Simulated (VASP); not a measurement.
# InSb in VASP: further runs

The runs below take InSb through single point, relaxation of the atoms, with PBE+D3(BJ).

All numbers are computed with VASP 6.6.1; they aren't measurements. Logs are shortened: lines on timing, memory, paths and dates and some standing lists are left out, and cuts for length are marked.

### Step 1. The cell of the first run

The cell holds a slab with vacuum, 4 atoms: a = 4.629 Å, b = 4.629 Å, c = 22.015 Å, α = 90.00°, β = 90.00°, γ = 120.00°.

### Step 2. Single point, PBE+D3(BJ)

INCAR reads:

```
ALGO     = Normal         # electronic algorithm
DIPOL    = 0.5 0.5 0.291
EDIFF    = 1E-6           # SCF threshold, eV
ENCUT    = 400            # plane-wave cutoff, eV
GGA      = PE             # functional
GGA_COMPAT= False        
IDIPOL   = 3            
ISIF     = 2              # what is computed and relaxed
ISMEAR   = 0              # smearing method
IVDW     = 12             # dispersion correction
LASPH    = True           # aspherical terms in the spheres
LCHARG   = False          # write CHGCAR
LDIPOL   = True         
LREAL    = False          # projectors in reciprocal space
LWAVE    = False          # write WAVECAR
NBANDS   = 26             # bands
NELM     = 120            # most SCF steps
NELMDL   = -8           
PREC     = Accurate       # precision mode
SIGMA    = 0.1            # smearing width, eV
```

KPOINTS reads:

```
k-points
0
Gamma
  6 6 1
```

POSCAR reads:

```
InSb
1.0
    4.6293886023      0.0000000000      0.0000000000
   -2.3146943012      4.0091681336      0.0000000000
    0.0000000000      0.0000000000     22.0151773295
Sb In
2 2
Direct
    0.0000000000      0.0000000000      0.1816928358
    0.3333333333      0.6666666667      0.3609342971
    0.3333333333      0.6666666667      0.2246164052
    0.6666666667      0.3333333333      0.3958713209
```

Potentials or basis: VASP PAW PBE potentials, release 64 (Sb, In_d).

On the command line:

```
$ cat potpaw_PBE.64/Sb/POTCAR potpaw_PBE.64/In_d/POTCAR > POTCAR
$ mpirun -np 1 vasp_std > vasp.out
```

OUTCAR:

```text
EDIFF = 1E-6
   ENCUT = 400
   GGA = PE
   ISIF = 2
   ISMEAR = 0
   IVDW = 12
   LASPH = True
   LREAL = False
   NELM = 120
   NELMDL = -8
   PREC = Accurate
 IVDW          = 12

 ion  position               nearest neighbor table
   1  0.000  0.000  0.182-   3 2.83   3 2.83   3 2.83
   2  0.333  0.667  0.361-   4 2.78   4 2.78   4 2.78   3 3.00
   3  0.333  0.667  0.225-   1 2.83   1 2.83   1 2.83   2 3.00
   4  0.667  0.333  0.396-   2 2.78   2 2.78   2 2.78

  LATTYP: Found a hexagonal cell.
 ALAT       =     4.6293886023
 C/A-ratio  =     4.7555258849

  Lattice vectors:

 A1 = (   4.6293886023,   0.0000000000,   0.0000000000)
 A2 = (  -2.3146943012,   4.0091681336,   0.0000000000)
 A3 = (   0.0000000000,   0.0000000000,  22.0151773295)

Analysis of symmetry for initial positions (statically):
=====================================================================
 Subroutine PRICEL returns:
 Original cell was already a primitive cell.

 Routine SETGRP: Setting up the symmetry group for a
 hexagonal supercell.

 Subroutine GETGRP returns: Found  6 space group operations
 (whereof  6 operations were pure point group operations)
 out of a pool of 24 trial point group operations.

The static configuration has the point symmetry C_3v.

Analysis of symmetry for dynamics (positions and initial velocities):
=====================================================================
 Subroutine PRICEL returns:
 Original cell was already a primitive cell.

 Routine SETGRP: Setting up the symmetry group for a
 hexagonal supercell.

 Subroutine GETGRP returns: Found  6 space group operations
 (whereof  6 operations were pure point group operations)
 out of a pool of 24 trial point group operations.

The dynamic configuration has the point symmetry C_3v.

 Subroutine INISYM returns: Found  6 space group operations
 (whereof  6 operations are pure point group operations),
 and found     1 'primitive' translations

----------------------------------------------------------------------------------------

                                     Primitive cell

  volume of cell :     408.6016

  direct lattice vectors                    reciprocal lattice vectors
     4.629388602  0.000000000  0.000000000     0.216011246  0.124714151  0.000000000
    -2.314694301  4.009168134  0.000000000     0.000000000  0.249428302  0.000000000
     0.000000000  0.000000000 22.015177329     0.000000000  0.000000000  0.045423209

  length of vectors
     4.629388602  4.629388602 22.015177329     0.249428302  0.249428302  0.045423209

  position of ions in fractional coordinates (direct lattice)
     0.000000000  0.000000000  0.181692836
     0.333333333  0.666666667  0.360934297
     0.333333333  0.666666667  0.224616405
     0.666666667  0.333333333  0.395871321

  ion indices of the primitive-cell ions
   primitive index   ion index
                 1           1
                 2           2
                 3           3
                 4           4

----------------------------------------------------------------------------------------

 KPOINTS: k-points

Automatic generation of k-mesh.
 Grid dimensions read from file:
 generate k-points for:    6    6    1

 Generating k-lattice:

  Cartesian coordinates                     Fractional coordinates (reciprocal lattice)
     0.036001874  0.020785692  0.000000000     0.166666667  0.000000000  0.000000000
     0.000000000  0.041571384  0.000000000     0.000000000  0.166666667  0.000000000
     0.000000000  0.000000000  0.045423209     0.000000000  0.000000000  1.000000000

  Length of vectors
     0.041571384  0.041571384  0.045423209

  Shift w.r.t. Gamma in fractional coordinates (k-lattice)
     0.000000000  0.000000000  0.000000000

 Subroutine IBZKPT returns following result:
 ===========================================

 Found      7 irreducible k-points:

 Following reciprocal coordinates:
            Coordinates               Weight
  0.000000  0.000000  0.000000      1.000000
  0.166667  0.000000  0.000000      6.000000
  0.333333 -0.000000  0.000000      6.000000
  0.500000  0.000000  0.000000      3.000000
  0.166667  0.166667  0.000000      6.000000
  0.333333  0.166667  0.000000     12.000000
  0.333333  0.333333  0.000000      2.000000
   k-points           NKPTS =      7   k-points in BZ     NKDIM =      7   number of bands    NBANDS=     26
   number of dos      NEDOS =    301   number of ions     NIONS =      4
   total plane-waves  NPLWV = 129600
   dimension x,y,z NGX =    30 NGY =   30 NGZ =  144
   dimension x,y,z NGXF=    60 NGYF=   60 NGZF=  288
   ions per type =               2   2
   NGX,Y,Z   is equivalent  to a cutoff of  10.77, 10.77, 10.87 a.u.
   NGXF,Y,Z  is equivalent  to a cutoff of  21.55, 21.55, 21.75 a.u.
 SYSTEM =  unknown system
   PREC   = accura    normal or accurate (medium, high low for compatibility)
   ISTART =      0    job   : 0-new  1-cont  2-samecut
   ICHARG =      2    charge: 1-file 2-atom 10-const
   ISPIN  =      1    spin polarized calculation?
   LNONCOLLINEAR =      F non collinear calculations
   LSORBIT =      F    spin-orbit coupling
   LASPH  =      T    aspherical Exc in radial PAW
   ENCUT  =  400.0 eV  29.40 Ry    5.42 a.u.   7.55  7.55 35.90*2*pi/ulx,y,z
   NELM   =    120;   NELMIN=  2; NELMDL= -8     # of ELM steps
   EDIFF  = 0.1E-05   stopping-criterion for ELM
   LREAL  =      F    real-space projection
   EDIFFG = 0.1E-04   stopping-criterion for IOM
   NSW    =      0    number of steps for IOM
   IBRION =     -1    ionic relax: 0-MD 1-quasi-New 2-CG
   NFREE  =      0    steps in history (QN), initial steepest desc. (CG)
   ISIF   =      2    stress and relaxation
   ISYM   =      2    0-nonsym 1-usesym 2-fastsym
   POTIM  = 0.5000    time-step for ionic-motion
   TEBEG  =    0.0;   TEEND  =   0.0 temperature during run
   PSTRESS=    0.0 pullay stress
   NELECT =      36.0000    total number of electrons
   NUPDOWN=      -1.0000    fix difference up-down
   EMIN   =  10.00;   EMAX   =-10.00  energy-range for DOS
   EFERMI =   0.00;   METHOD = LEGACY
   ISMEAR =     0;   SIGMA  =   0.10  broadening in eV -4-tet -1-fermi 0-gaus
   EFERMI_NEDOS =   21; number of points for ismear=-14 and -15
   IALGO  =     38    algorithm
   IMIX   =      4    mixing-type and parameters
     AMIX     =   0.40;   BMIX     =  1.00
     AMIX_MAG =   1.60;   BMIX_MAG =  1.00
  volume/ion in A,a.u.               =     102.15       689.34
  Fermi-wavevector in a.u.,A,eV,Ry     =   0.728465  1.376600  7.220094  0.530662
  Thomas-Fermi vector in A             =   1.819945
   LORBIT       =      0    0 simple, 1 ext, 2 COOP (PROOUT), +10 PAW based schemes
   GGA     = PE    functional components
   LHFCALC =     F    Hartree Fock is set to
   AEXX    =    0.0000 exact exchange contribution
   IVDW    =    12    specifies the selected vdW correction
   LEPSILON=     F    determine dielectric tensor
   LRPA    =     F    only Hartree local field effects (RPA)
 non-spin polarized calculation
 Gauss-broadening in eV      SIGMA  =   0.10
  energy-cutoff  :      400.00
  volume of cell :      408.60
 maximum number of plane-waves:      7467
   NGX = 15   NGY = 15   NGZ = 71

 dipolmoment           0.000000      0.000000      0.000001 electrons x Angstroem

 number of electron      36.0000029 magnetization

 dipolmoment           0.000000      0.000000     -0.169671 electrons x Angstroem

 Free energy of the ion-electron system (eV)
  ---------------------------------------------------
  ext. energy  EPLUGINS =         0.00000000
  ---------------------------------------------------
  free energy    TOTEN  =       -12.67197389 eV

  energy without entropy =      -12.66777278  energy(sigma->0) =      -12.66987334

 E-fermi :  -1.0233     XC(G=0):  -3.5327

 val. band max:       -1.0280154219   @ k =   0.0000   0.0000   0.0000
 cond. band min:      -0.8798922844   @ k =   0.3333   0.3333   0.0000
 fundamental gap:      0.1481231375
 Fermi energy:        -1.0232760127

 k-point     1 :       0.0000    0.0000    0.0000
  band No.  band energies     occupation
      1     -16.2883      2.00000
      2     -16.2315      2.00000
      3     -16.2315      2.00000
      4     -16.1617      2.00000
      5     -16.1617      2.00000
      6     -15.3573      2.00000
[... 18 lines left out ...]
     25       2.8759      0.00000
     26       2.8759      0.00000

 k-point     2 :       0.1667    0.0000    0.0000
  band No.  band energies     occupation
      1     -16.2851      2.00000
      2     -16.2370      2.00000
      3     -16.2298      2.00000
      4     -16.1640      2.00000
      5     -16.1563      2.00000
      6     -15.3530      2.00000
[... 18 lines left out ...]
     25       2.8125      0.00000
     26       3.4986      0.00000

 k-point     3 :       0.3333   -0.0000    0.0000
  band No.  band energies     occupation
      1     -16.2838      2.00000
      2     -16.2429      2.00000
      3     -16.2275      2.00000
      4     -16.1685      2.00000
      5     -16.1443      2.00000
      6     -15.3454      2.00000
[... 18 lines left out ...]
     25       3.7549      0.00000
     26       4.1252      0.00000

 k-point     4 :       0.5000    0.0000    0.0000
  band No.  band energies     occupation
      1     -16.2864      2.00000
      2     -16.2427      2.00000
      3     -16.2269      2.00000
      4     -16.1707      2.00000
      5     -16.1377      2.00000
      6     -15.3430      2.00000
[... 18 lines left out ...]
     25       4.0378      0.00000
     26       4.5288      0.00000

 k-point     5 :       0.1667    0.1667    0.0000
  band No.  band energies     occupation
      1     -16.2822      2.00000
      2     -16.2426      2.00000
      3     -16.2285      2.00000
      4     -16.1668      2.00000
      5     -16.1483      2.00000
      6     -15.3465      2.00000
[... 18 lines left out ...]
     25       3.1560      0.00000
     26       3.6705      0.00000

 k-point     6 :       0.3333    0.1667    0.0000
  band No.  band energies     occupation
      1     -16.2827      2.00000
      2     -16.2438      2.00000
      3     -16.2284      2.00000
      4     -16.1692      2.00000
      5     -16.1405      2.00000
      6     -15.3396      2.00000
[... 18 lines left out ...]
     25       3.8553      0.00000
     26       4.1671      0.00000

 k-point     7 :       0.3333    0.3333    0.0000
  band No.  band energies     occupation
      1     -16.2804      2.00000
      2     -16.2443      2.00000
      3     -16.2297      2.00000
      4     -16.1685      2.00000
      5     -16.1405      2.00000
      6     -15.3320      2.00000
[... 18 lines left out ...]
     25       4.3942      0.00000
     26       4.4149      0.00000

------------------------ aborting loop because EDIFF is reached ----------------------------------------

 vacuum level on the upper side and lower side of the slab       (xc-potential included)        -0.920         0.672

 Edisp (eV)   -0.87434

 E8    (eV) :    -0.4379

  FORCE on cell =-STRESS in cart. coord.  units (eV):
  Direction    XX          YY          ZZ          XY          YZ          ZX
  --------------------------------------------------------------------------------------
  -------------------------------------------------------------------------------------
  Total       0.48187     0.48187    -0.17105    -0.00000     0.00000    -0.00000
  in kB       1.88946     1.88946    -0.67069    -0.00000     0.00000    -0.00000
  external pressure =        1.04 kB  Pullay stress =        0.00 kB

 VOLUME and BASIS-vectors are now :
 -----------------------------------------------------------------------------
  energy-cutoff  :      400.00
  volume of cell :      408.60
      direct lattice vectors                 reciprocal lattice vectors
     4.629388602  0.000000000  0.000000000     0.216011246  0.124714151  0.000000000
    -2.314694301  4.009168134  0.000000000     0.000000000  0.249428302  0.000000000
     0.000000000  0.000000000 22.015177329     0.000000000  0.000000000  0.045423209

 POSITION                                       TOTAL-FORCE (eV/Angst)
 -----------------------------------------------------------------------------------
      0.00000      0.00000      4.00000         0.000000     -0.000000      0.139116
     -0.00000      2.67278      7.94603         0.000000     -0.000000     -0.014609
     -0.00000      2.67278      4.94497         0.000000     -0.000000     -0.135150
      2.31469      1.33639      8.71518        -0.000000      0.000000      0.010644
 -----------------------------------------------------------------------------------
    total drift:                               -0.000000      0.000000      0.000899

  FREE ENERGIE OF THE ION-ELECTRON SYSTEM (eV)
  ---------------------------------------------------
  free  energy   TOTEN  =       -13.5463140553 eV

  energy  without entropy=      -13.5421129435  energy(sigma->0) =      -13.54421350

 vacuum level on the upper side and lower side of the slab         2.189         3.824
```

Run time: 3.4 min. Hardware: 1 thread of Intel Xeon 8259CL, shared host; peak memory 0.36 GiB.

What came out:

```yaml
Free_energy: -13.5463 eV
Largest_force: 0.139 eV/Å
Band_gap_on_the_k_mesh: zero (filled and empty bands touch)
Dispersion_energy_per_atom: -0.219 eV
```

Forces on the atoms (eV/Å):
```
Sb   0.000  0.000  0.139
Sb   0.000  0.000 -0.015
In   0.000  0.000 -0.135
In   0.000  0.000  0.011
```

Caveat: spin-orbit coupling is left out, which moves the levels of the heavy elements.

### Step 3. Single point, PBE+D3(BJ)

This run uses another cell than the first one.

INCAR reads:

```
SYSTEM = InSb
PREC     = Accurate       ! precision mode
ENCUT    = 520            ! plane-wave cutoff, eV
EDIFF    = 1E-6           ! SCF threshold, eV
ISMEAR   = 0              ! smearing method
SIGMA    = 0.1            ! smearing width, eV
LREAL    = .False.        ! projectors in reciprocal space
LASPH    = .True.         ! aspherical terms in the spheres
NELM     = 100            ! most SCF steps
ALGO     = Normal         ! electronic algorithm
ISIF     = 2              ! what is computed and relaxed
LWAVE    = .False.        ! write WAVECAR
LCHARG   = .True.         ! write CHGCAR
LDIPOL   = .True.       
IDIPOL   = 3            
DIPOL    = 0.5 0.5 0.502
GGA      = PE             ! functional
IVDW     = 12             ! dispersion correction
LELF     = .True.         ! ELF
LVHAR    = .True.       
LVACPOTAV= .True.       
NBANDS   = 26             ! bands
```

KPOINTS reads:

```
Automatic mesh
0
Gamma
  6 6 1
  0 0 0
```

POSCAR reads:

```
InSb
1.0
    4.6293886023      0.0000000000      0.0000000000
   -2.3146943012      4.0091681336      0.0000000000
    0.0000000000      0.0000000000     18.7248499570
Sb In
2 2
Direct
    0.0000000000      0.0000000000      0.3738347712
    0.3333333333      0.6666666667      0.5845725108
    0.3333333333      0.6666666667      0.4243008627
    0.6666666667      0.3333333333      0.6256486624
```

Potentials or basis: VASP PAW PBE potentials, release 64 (Sb, In_d).

On the command line:

```
$ cat potpaw_PBE.64/Sb/POTCAR potpaw_PBE.64/In_d/POTCAR > POTCAR
$ mpirun -np 1 vasp_std > vasp.out
```

Run time: 3.2 min. Hardware: 1 thread of Intel Xeon 8259CL, shared host; peak memory 0.44 GiB.

The run converged. Its results:

```yaml
Free_energy: -13.5482 eV
Largest_force: 0.139 eV/Å
Band_gap_on_the_k_mesh: zero (filled and empty bands touch)
Dispersion_energy_per_atom: -0.219 eV
```

Forces on the atoms (eV/Å):
```
Sb   0.000  0.000  0.139
Sb   0.000  0.000 -0.014
In   0.000  0.000 -0.135
In   0.000  0.000  0.011
```

Levels at points of the mesh, in eV from the Fermi level:
```
           k point  band 15  band 16  band 17  band 18  band 19  band 20  band 21  band 22
(0.00, 0.00, 0.00)    -1.22    -1.22    -0.09     0.00     0.00     0.76     1.61     2.97
(0.50, 0.00, 0.00)    -2.39    -2.28    -1.12    -1.00     0.37     1.13     1.71     2.68
```

Caveat: spin-orbit coupling is left out, which moves the levels of the heavy elements.

### Step 4. Relaxation of the atoms, PBE+D3(BJ)

This run uses another cell than the first one.

INCAR reads:

```
SYSTEM = InSb
ALGO = Normal
DIPOL = 0.5 0.5 0.500
EDIFF = 1E-6
EDIFFG = -0.03
ENCUT = 520
GGA = PE
IBRION = 2
IDIPOL = 3
ISIF = 2
ISMEAR = 0
IVDW = 12
LASPH = .TRUE.
LCHARG = .FALSE.
LDIPOL = .TRUE.
LREAL = .FALSE.
LWAVE = .FALSE.
NELM = 80
NSW = 70
PREC = Accurate
SIGMA = 0.1
```

KPOINTS reads:

```
k-points
0
G
  6 6 1
  0 0 0
```

POSCAR reads:

```
InSb
1.0
    4.6293886023      0.0000000000      0.0000000000
   -2.3146943012      4.0091681336      0.0000000000
    0.0000000000      0.0000000000     18.7248499570
Sb In
2 2
Selective dynamics
Direct
    0.0000000000      0.0000000000      0.3738347712  F F F
    0.3333333333      0.6666666667      0.5756991373  T T T
    0.3333333333      0.6666666667      0.4243008627  F F F
    0.6666666667      0.3333333333      0.6261652288  T T T
```

On the command line:

```
$ cat potpaw_PBE.64/Sb/POTCAR potpaw_PBE.64/In_d/POTCAR > POTCAR
$ mpirun -np 1 vasp_std > vasp.out
```

It took 12 min on 1 thread of Intel Xeon 8259CL, shared host; peak memory 0.5 GiB.

Results (log left out):

* Free energy: -13.5477 eV
* Energy gained by relaxing: 11.6 meV/atom
* Ionic steps: 9
* Band gap on the k mesh: zero (filled and empty bands touch)
* Dispersion energy per atom: -0.220 eV

The path:
| step | energy change (eV) | largest force on free atoms (eV/Å) | pressure (GPa) |
| --- | --- | --- | --- |
| 1 | 0.0000 | 0.6946 | 0.07 |
| 2 | -0.0214 | 0.4649 | 0.08 |
| 3 | -0.0416 | 0.1700 | 0.14 |
| 4 | -0.0292 | 0.3134 | 0.25 |
| 5 | -0.0457 | 0.0370 | 0.19 |
| 6 | -0.0458 | 0.0468 | 0.19 |
| 7 | -0.0458 | 0.0399 | 0.19 |
| 8 | -0.0460 | 0.0359 | 0.18 |
| 9 | -0.0464 | 0.0260 | 0.17 |

Final structure:
```xyz
4
Lattice="4.6294 0.0000 0.0000 -2.3147 4.0092 0.0000 0.0000 0.0000 18.7248" Properties=species:S:1:pos:R:3 pbc="T T T"
Sb    0.0000    0.0000    7.0000
Sb    0.0000    2.6728   10.9258
In    0.0000    2.6728    7.9450
In    2.3147    1.3364   11.6907
```

Levels at points of the mesh, in eV from the Fermi level:
| k point | band 15 | band 16 | band 17 | band 18 | band 19 | band 20 | band 21 | band 22 |
| --- | --- | --- | --- | --- | --- | --- | --- | --- |
| (0.00, 0.00, 0.00) | -1.23 | -1.23 | -0.10 | 0.00 | 0.00 | 0.76 | 1.62 | 2.96 |
| (0.50, 0.00, 0.00) | -2.40 | -2.29 | -1.12 | -1.00 | 0.38 | 1.12 | 1.73 | 2.70 |

Caveat: spin-orbit coupling is left out, which moves the levels of the heavy elements.

### Step 5. Overview

| task | cell | cutoff (eV) | atoms held fixed (from 0) | gap on the mesh (eV) | largest force (eV/Å) |
| --- | --- | --- | --- | --- | --- |
| single point | a = 4.629, b = 4.629, c = 22.015 Å, angles 90.0, 90.0, 120.0°, 4 atoms, atomic positions A | 400 | - | none | 0.14 |
| single point | a = 4.629, b = 4.629, c = 18.725 Å, angles 90.0, 90.0, 120.0°, 4 atoms, atomic positions A | 520 | - | none | 0.14 |
| relaxation of the atoms | atoms relaxed from a = 4.629, b = 4.629, c = 18.725 Å, angles 90.0, 90.0, 120.0°, 4 atoms, atomic positions B | 520 | [0, 2] | none | - |

Alike in all rows: level PBE+D3(BJ); potentials or basis VASP PAW PBE potentials, release 64 (Sb, In_d); no spin polarisation; k mesh 6 × 6 × 1; smearing gaussian 0.1 eV.

Caveats: spin-orbit coupling is left out, which moves the levels of the heavy elements.

Total energies depend on the potentials used, so only differences within one code and one set of settings carry meaning.
